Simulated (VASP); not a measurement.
# BAs (I-4m2) in VASP: notebook

Runs on BAs. Level: PBE. Tasks: single point.

Program: VASP 6.6.1. These are calculated values, not measurements. Logs are shortened: lines on timing, memory, paths and dates and some standing lists are left out, and cuts for length are marked.

## (1) The cell of the first run

The structure is tetragonal, space group I-4m2 (No. 119). Conventional cell: a = 3.378 Å, b = 3.378 Å, c = 4.825 Å, α = 90.00°, β = 90.00°, γ = 90.00°. Within 2.7 Å of B (site symmetry -4m2) lie 4 As at 2.08 Å. As (site symmetry -4m2) has 4 B at 2.08 Å within 2.7 Å.

## (2) Single point, PBE (strain +0.0100 x Voigt [1, 0, 0, 0, 0, 0])

INCAR reads:

```
ALGO     = Normal         # electronic algorithm
EDIFF    = 1E-7           # SCF threshold, eV
ENCUT    = 520            # plane-wave cutoff, eV
GGA      = PE             # functional
ISIF     = 2              # what is computed and relaxed
ISMEAR   = 0              # smearing method
LASPH    = T              # aspherical terms in the spheres
LCHARG   = F              # write CHGCAR
LREAL    = F              # projectors in reciprocal space
LWAVE    = F              # write WAVECAR
NBANDS   = 11             # bands
NELM     = 80             # most SCF steps
PREC     = Accurate       # precision mode
SIGMA    = 0.05           # smearing width, eV
```

KPOINTS reads:

```
k-points
0
Gamma
  10 10 10
```

POSCAR reads:

```
BAs
1.0
    0.0000000000      2.3885000000      2.3885000000
    2.4123850000      0.0000000000      2.3885000000
    2.4123850000      2.3885000000      0.0000000000
B As
1 1
Direct
    0.0000000000      0.0000000000      0.0000000000
    0.7500000000      0.7500000000      0.7500000000
```

Potentials or basis: VASP PAW PBE potentials, release 64 (B, As).

Launch:

```
cat potpaw_PBE.64/B/POTCAR potpaw_PBE.64/As/POTCAR > POTCAR
mpirun -np 1 vasp_std > vasp.out
```

OUTCAR:

```text
EDIFF = 1E-7
   ENCUT = 520
   GGA = PE
   ISIF = 2
   ISMEAR = 0
   LASPH = T
   LREAL = F
   NELM = 80
   PREC = Accurate

 ion  position               nearest neighbor table
   1  0.000  0.000  0.000-   2 2.08   2 2.08   2 2.08   2 2.08
   2  0.750  0.750  0.750-   1 2.08   1 2.08   1 2.08   1 2.08

  LATTYP: Found a body centered tetragonal cell.
 ALAT       =     3.3778490937
 C/A-ratio  =     1.4283556980

  Lattice vectors:

 A1 = (   2.4123850000,   0.0000000000,   2.3885000000)
 A2 = (   2.4123850000,   0.0000000000,  -2.3885000000)
 A3 = (  -2.4123850000,   2.3885000000,   0.0000000000)

Analysis of symmetry for initial positions (statically):
=====================================================================
 Subroutine PRICEL returns:
 Original cell was already a primitive cell.

 Routine SETGRP: Setting up the symmetry group for a
 body centered tetragonal supercell.

 Subroutine GETGRP returns: Found  8 space group operations
 (whereof  8 operations were pure point group operations)
 out of a pool of 16 trial point group operations.

The static configuration has the point symmetry D_2d.

Analysis of symmetry for dynamics (positions and initial velocities):
=====================================================================
 Subroutine PRICEL returns:
 Original cell was already a primitive cell.

 Routine SETGRP: Setting up the symmetry group for a
 body centered tetragonal supercell.

 Subroutine GETGRP returns: Found  8 space group operations
 (whereof  8 operations were pure point group operations)
 out of a pool of 16 trial point group operations.

The dynamic configuration has the point symmetry D_2d.

 Subroutine INISYM returns: Found  8 space group operations
 (whereof  8 operations are pure point group operations),
 and found     1 'primitive' translations

----------------------------------------------------------------------------------------

                                     Primitive cell

  volume of cell :      27.5250

  direct lattice vectors                    reciprocal lattice vectors
     0.000000000  2.388500000  2.388500000    -0.207263766  0.209336404  0.209336404
     2.412385000  0.000000000  2.388500000     0.207263766 -0.209336404  0.209336404
     2.412385000  2.388500000  0.000000000     0.207263766  0.209336404 -0.209336404

  length of vectors
     3.377849094  3.394780352  3.394780352     0.361388611  0.361388611  0.361388611

  position of ions in fractional coordinates (direct lattice)
     0.000000000  0.000000000  0.000000000
     0.750000000  0.750000000  0.750000000

  ion indices of the primitive-cell ions
   primitive index   ion index
                 1           1
                 2           2

----------------------------------------------------------------------------------------

 KPOINTS: k-points

Automatic generation of k-mesh.
 Grid dimensions read from file:
 generate k-points for:   10   10   10

 Generating k-lattice:

  Cartesian coordinates                     Fractional coordinates (reciprocal lattice)
    -0.020726377  0.020933640  0.020933640     0.100000000  0.000000000  0.000000000
     0.020726377 -0.020933640  0.020933640     0.000000000  0.100000000  0.000000000
     0.020726377  0.020933640 -0.020933640     0.000000000  0.000000000  0.100000000

  Length of vectors
     0.036138861  0.036138861  0.036138861

  Shift w.r.t. Gamma in fractional coordinates (k-lattice)
     0.000000000  0.000000000  0.000000000

 Subroutine IBZKPT returns following result:
 ===========================================

 Found    102 irreducible k-points:

 Following reciprocal coordinates:
            Coordinates               Weight
  0.000000  0.000000  0.000000      1.000000
  0.100000  0.000000  0.000000      8.000000
  0.200000  0.000000  0.000000      8.000000
  0.300000  0.000000  0.000000      8.000000
  0.400000  0.000000  0.000000      8.000000
  0.500000 -0.000000 -0.000000      4.000000
[... 16 lines left out ...]
  0.300000  0.300000  0.000000      4.000000
  0.400000  0.300000  0.000000     16.000000
 [... further k-points ...]
   k-points           NKPTS =    102   k-points in BZ     NKDIM =    102   number of bands    NBANDS=     11
   number of dos      NEDOS =    301   number of ions     NIONS =      2
   total plane-waves  NPLWV =  21952
   dimension x,y,z NGX =    28 NGY =   28 NGZ =   28
   dimension x,y,z NGXF=    56 NGYF=   56 NGZF=   56
   ions per type =               1   1
   NGX,Y,Z   is equivalent  to a cutoff of  13.78, 13.71, 13.71 a.u.
   NGXF,Y,Z  is equivalent  to a cutoff of  27.56, 27.42, 27.42 a.u.
 SYSTEM =  unknown system
   PREC   = accura    normal or accurate (medium, high low for compatibility)
   ISTART =      0    job   : 0-new  1-cont  2-samecut
   ICHARG =      2    charge: 1-file 2-atom 10-const
   ISPIN  =      1    spin polarized calculation?
   LNONCOLLINEAR =      F non collinear calculations
   LSORBIT =      F    spin-orbit coupling
   LASPH  =      T    aspherical Exc in radial PAW
   ENCUT  =  520.0 eV  38.22 Ry    6.18 a.u.   6.28  6.31  6.31*2*pi/ulx,y,z
   NELM   =     80;   NELMIN=  2; NELMDL= -5     # of ELM steps
   EDIFF  = 0.1E-06   stopping-criterion for ELM
   LREAL  =      F    real-space projection
   EDIFFG = 0.1E-05   stopping-criterion for IOM
   NSW    =      0    number of steps for IOM
   IBRION =     -1    ionic relax: 0-MD 1-quasi-New 2-CG
   NFREE  =      0    steps in history (QN), initial steepest desc. (CG)
   ISIF   =      2    stress and relaxation
   ISYM   =      2    0-nonsym 1-usesym 2-fastsym
   POTIM  = 0.5000    time-step for ionic-motion
   TEBEG  =    0.0;   TEEND  =   0.0 temperature during run
   PSTRESS=    0.0 pullay stress
   NELECT =       8.0000    total number of electrons
   NUPDOWN=      -1.0000    fix difference up-down
   EMIN   =  10.00;   EMAX   =-10.00  energy-range for DOS
   EFERMI =   0.00;   METHOD = LEGACY
   ISMEAR =     0;   SIGMA  =   0.05  broadening in eV -4-tet -1-fermi 0-gaus
   EFERMI_NEDOS =   21; number of points for ismear=-14 and -15
   IALGO  =     38    algorithm
   IMIX   =      4    mixing-type and parameters
     AMIX     =   0.40;   BMIX     =  1.00
     AMIX_MAG =   1.60;   BMIX_MAG =  1.00
  volume/ion in A,a.u.               =      13.76        92.87
  Fermi-wavevector in a.u.,A,eV,Ry     =   1.084416  2.049249 15.999872  1.175957
  Thomas-Fermi vector in A             =   2.220505
   LORBIT       =      0    0 simple, 1 ext, 2 COOP (PROOUT), +10 PAW based schemes
   GGA     = PE    functional components
   LHFCALC =     F    Hartree Fock is set to
   AEXX    =    0.0000 exact exchange contribution
   IVDW    =     0    specifies the selected vdW correction
   LEPSILON=     F    determine dielectric tensor
   LRPA    =     F    only Hartree local field effects (RPA)
 non-spin polarized calculation
 Gauss-broadening in eV      SIGMA  =   0.05
  energy-cutoff  :      520.00
  volume of cell :       27.52
 maximum number of plane-waves:       754
 NGX is ok and might be reduce to    28
   NGX = 13   NGY = 13   NGZ = 13

 number of electron       8.0000000 magnetization

 Free energy of the ion-electron system (eV)
  ---------------------------------------------------
  ext. energy  EPLUGINS =         0.00000000
  ---------------------------------------------------
  free energy    TOTEN  =       -11.40990304 eV

  energy without entropy =      -11.40990304  energy(sigma->0) =      -11.40990304

 E-fermi :   6.2686     XC(G=0): -10.5413

 val. band max:        6.0492197439   @ k =   0.0000   0.0000   0.0000
 cond. band min:       7.1602193762   @ k =   0.4000   0.4000   0.0000
 fundamental gap:      1.1109996323
 Fermi energy:         6.2686441169

 k-point     1 :       0.0000    0.0000    0.0000
  band No.  band energies     occupation
      1      -9.2938      2.00000
      2       5.9522      2.00000
      3       6.0492      2.00000
      4       6.0492      2.00000
      5       9.2602      0.00000
      6       9.2602      0.00000
      7       9.3242      0.00000
      8      10.5762      0.00000
      9      15.5522      0.00000
     10      18.7870      0.00000
     11      19.0630      0.00000

 k-point     2 :       0.1000    0.0000    0.0000
  band No.  band energies     occupation
      1      -9.1311      2.00000
      2       4.6263      2.00000
      3       5.6851      2.00000
      4       5.7536      2.00000
      5       9.4010      0.00000
      6       9.6562      0.00000
      7       9.6982      0.00000
      8      11.4717      0.00000
      9      16.1900      0.00000
     10      17.7641      0.00000
     11      17.9744      0.00000

 k-point     3 :       0.2000    0.0000    0.0000
  band No.  band energies     occupation
      1      -8.6514      2.00000
      2       2.2782      2.00000
      3       5.1080      2.00000
      4       5.1917      2.00000
      5       9.1728      0.00000
      6      10.3809      0.00000
      7      10.3931      0.00000
      8      13.1171      0.00000
      9      17.0577      0.00000
     10      17.2184      0.00000
     11      17.2268      0.00000

 k-point     4 :       0.3000    0.0000    0.0000
  band No.  band energies     occupation
      1      -7.8914      2.00000
      2       0.0056      2.00000
      3       4.5957      2.00000
      4       4.6962      2.00000
      5       8.8948      0.00000
      6      10.7741      0.00000
      7      10.8092      0.00000
      8      14.4086      0.00000
      9      17.2840      0.00000
     10      17.6051      0.00000
     11      17.6129      0.00000
[... 239 lines left out ...]
 k-point    22 :      -0.2000    0.2000   -0.0000
  band No.  band energies     occupation
      1      -7.6350      2.00000
      2       0.5840      2.00000
      3       2.0084      2.00000
      4       4.7052      2.00000
      5       9.8759      0.00000
      6      11.1067      0.00000
      7      12.0252      0.00000
      8      12.9797      0.00000
      9      15.8712      0.00000
     10      18.5626      0.00000
     11      20.0830      0.00000

 k-point    23 :       0.3000    0.3000    0.0000
  band No.  band energies     occupation
      1      -7.3845      2.00000
      2       0.8511      2.00000
      3       2.8212      2.00000
      4       2.8489      2.00000
      5       7.3792      0.00000
      6       9.6574      0.00000
      7      14.2971      0.00000
      8      14.5196      0.00000
      9      16.9611      0.00000
     10      20.9306      0.00000
     11      21.0756      0.00000

 k-point    24 :       0.4000    0.3000    0.0000
  band No.  band energies     occupation
      1      -6.6618      2.00000
      2      -0.3907      2.00000
      3       2.0680      2.00000
      4       2.5389      2.00000
      5       7.6768      0.00000
      6       9.3823      0.00000
      7      14.7392      0.00000
      8      15.0633      0.00000
      9      18.0121      0.00000
     10      21.6796      0.00000
     11      21.8472      0.00000

 [... further k-points ...]
[... 5 lines left out ...]
  --------------------------------------------------------------------------------------
  -------------------------------------------------------------------------------------
  Total        0.1082665      0.4628276      0.4628276      0.0000000      0.0000000      0.0000000
  in kB        6.3019858     26.9403193     26.9403193      0.0000000      0.0000000      0.0000000
  external PRESSURE =      20.0608748 kB  Pullay stress =       0.0000000 kB

 VOLUME and BASIS-vectors are now :
 -----------------------------------------------------------------------------
  energy-cutoff  :      520.00
  volume of cell :       27.52
      direct lattice vectors                 reciprocal lattice vectors
     0.000000000  2.388500000  2.388500000    -0.207263766  0.209336404  0.209336404
     2.412385000  0.000000000  2.388500000     0.207263766 -0.209336404  0.209336404
     2.412385000  2.388500000  0.000000000     0.207263766  0.209336404 -0.209336404

 POSITION                                       TOTAL-FORCE (eV/Angst)
 -----------------------------------------------------------------------------------
      0.00000      0.00000      0.00000         0.000000      0.000000      0.000000
      3.61858      3.58275      3.58275        -0.000000     -0.000000     -0.000000
 -----------------------------------------------------------------------------------
    total drift:                                0.000000      0.000000      0.000000

  FREE ENERGIE OF THE ION-ELECTRON SYSTEM (eV)
  ---------------------------------------------------
  free  energy   TOTEN  =       -11.4099030369 eV

  energy  without entropy=      -11.4099030369  energy(sigma->0) =      -11.40990304
```

Wall time 18 s (1 thread of Intel Xeon 6975P-C (Granite Rapids), shared host); peak memory 0.18 GiB.

What came out:

- Free energy: -11.4099 eV
- Pressure: 2.0 GPa
- Band gap on the k mesh: 1.11 eV, indirect (least direct gap 3.21 eV)

Caveat: the cell differs from its parent crystal (strain +0.0100 x Voigt [1, 0, 0, 0, 0, 0]).

## (3) Single point, PBE (strain +0.0200 x Voigt [1, 0, 0, 0, 0, 0])

INCAR reads:

```
ALGO = Normal
EDIFF = 1E-7
ENCUT = 520
GGA = PE
ISIF = 2
ISMEAR = 0
LASPH = T
LCHARG = F
LREAL = F
LWAVE = F
NBANDS = 11
NELM = 80
PREC = Accurate
SIGMA = 0.05
```

KPOINTS is that of step 2.

POSCAR reads:

```
BAs
1.0
    0.0000000000      2.3885000000      2.3885000000
    2.4362700000      0.0000000000      2.3885000000
    2.4362700000      2.3885000000      0.0000000000
B As
1 1
Direct
    0.0000000000      0.0000000000      0.0000000000
    0.7500000000      0.7500000000      0.7500000000
```

Potentials or basis: VASP PAW PBE potentials, release 64 (B, As).

Launch:

```
cat potpaw_PBE.64/B/POTCAR potpaw_PBE.64/As/POTCAR > POTCAR
mpirun -np 1 vasp_std > vasp.out
```

Wall time 14 s (1 thread of Intel Xeon 6975P-C (Granite Rapids), shared host); peak memory 0.17 GiB.

The run converged. Its results:

- Free energy: -11.4087 eV
- Pressure: 0.7 GPa
- Band gap on the k mesh: 1.05 eV, indirect (least direct gap 3.15 eV)

Stress tensor (GPa, compression positive):
```
-2.10  0.00  0.00
 0.00  2.03  0.00
 0.00  0.00  2.03
```

Levels at points of the mesh, in eV from the valence-band top:
```csv
k point,band 2,band 3,band 4,band 5,band 6,band 7
"(0.00, 0.00, 0.00)",-0.19,0.00,0.00,3.15,3.15,3.27
"(0.50, 0.00, 0.00)",-8.71,-1.97,-1.74,2.49,4.64,4.77
"(0.50, 0.50, 0.00)",-8.43,-4.14,-4.11,1.31,1.31,10.97
"(0.00, 0.50, 0.50)",-8.59,-3.94,-3.94,1.54,1.56,11.10
```

Caveat: the cell differs from its parent crystal (strain +0.0200 x Voigt [1, 0, 0, 0, 0, 0]).

## (4) Single point, PBE (strain +0.0400 x Voigt [1, 0, 0, 0, 0, 0])

INCAR reads:

```
SYSTEM = BAs
PREC = Accurate
ENCUT = 520
EDIFF = 1E-6
ISMEAR = 0
SIGMA = 0.05
LREAL = .False.
LASPH = .True.
NELM = 100
ALGO = Normal
ISIF = 2
LWAVE = .False.
LCHARG = .False.
GGA = PE
NBANDS = 11
```

KPOINTS reads:

```
Automatic mesh
0
Gamma
  10 10 10
  0 0 0
```

POSCAR reads:

```
BAs
1.0
    0.0000000000      2.3885000000      2.3885000000
    2.4840400000      0.0000000000      2.3885000000
    2.4840400000      2.3885000000      0.0000000000
B As
1 1
Direct
    0.0000000000      0.0000000000      0.0000000000
    0.7500000000      0.7500000000      0.7500000000
```

Launch:

```
cat potpaw_PBE.64/B/POTCAR potpaw_PBE.64/As/POTCAR > POTCAR
mpirun -np 1 vasp_std > vasp.out
```

Run time: 13 s. Hardware: 1 thread of Intel Xeon 6975P-C (Granite Rapids), shared host; peak memory 0.17 GiB.

The run converged. Its results:

| Property | Result |
| --- | --- |
| Free energy | -11.3926 eV |
| Pressure | -1.9 GPa |
| Band gap on the k mesh | 0.93 eV, indirect (least direct gap 3.02 eV) |

Stress tensor (GPa, compression positive):
```
-7.37  0.00  0.00
 0.00  0.88  0.00
 0.00  0.00  0.88
```

Levels at points of the mesh, in eV from the valence-band top:
```csv
k point,band 1,band 2,band 3,band 4,band 5,band 6,band 7,band 8,band 9
"(0.00, 0.00, 0.00)",-15.18,-0.39,0.00,0.00,3.02,3.02,3.27,4.04,9.27
"(0.50, 0.00, 0.00)",-12.44,-8.63,-2.11,-1.65,2.26,4.54,4.76,8.67,12.25
"(0.50, 0.50, 0.00)",-11.09,-8.34,-4.19,-4.13,1.19,1.21,10.56,11.08,12.45
"(0.00, 0.50, 0.50)",-11.39,-8.64,-3.80,-3.80,1.64,1.67,10.82,10.82,12.12
```

Caveat: the cell differs from its parent crystal (strain +0.0400 x Voigt [1, 0, 0, 0, 0, 0]). A k mesh can miss the band edges.

(Continued in part 2 of 2.)
